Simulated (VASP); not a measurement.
A run of VASP 6.6.1 is set up as follows.

File INCAR:

```
ALGO = Normal
EDIFF = 1E-6
ENCUT = 520
GGA = PE
ISIF = 2
ISMEAR = -1
LASPH = T
LCHARG = F
LREAL = F
LWAVE = F
NBANDS = 27
NELM = 80
PREC = Accurate
SIGMA = 0.001
```

Contents of KPOINTS:

```
k-points
0
Gamma
  4 4 4
```

The input POSCAR:

```
BaHfO3
1.0
    4.1770517754      0.0000000000      0.0000000000
    0.0000000000      4.1770517754      0.0000000000
    0.0000000000      0.0000000000      4.1770487585
Ba Hf O
1 1 3
Direct
    0.5000000000      0.5000000000      0.9979971537
    0.0000000000      0.0000000000      0.4979944541
    0.0000000000      0.5000000000      0.4980131360
    0.5000000000      0.0000000000      0.4980131360
    0.0000000000      0.0000000000      0.9980039101
```

Potentials or basis: VASP PAW PBE potentials, release 64 (Ba_sv, Hf_pv, O).

Run with:

```sh
$ cat potpaw_PBE.64/Ba_sv/POTCAR potpaw_PBE.64/Hf_pv/POTCAR potpaw_PBE.64/O/POTCAR > POTCAR
$ mpirun -np 1 vasp_std > vasp.out
```

Estimate the band gap on the k mesh.

3.57 eV, indirect (least direct gap 3.79 eV).

Predict the pressure.

2.9 GPa.

Caveat: spin-orbit coupling is left out, which moves the levels of the heavy elements. A k mesh can miss the band edges.
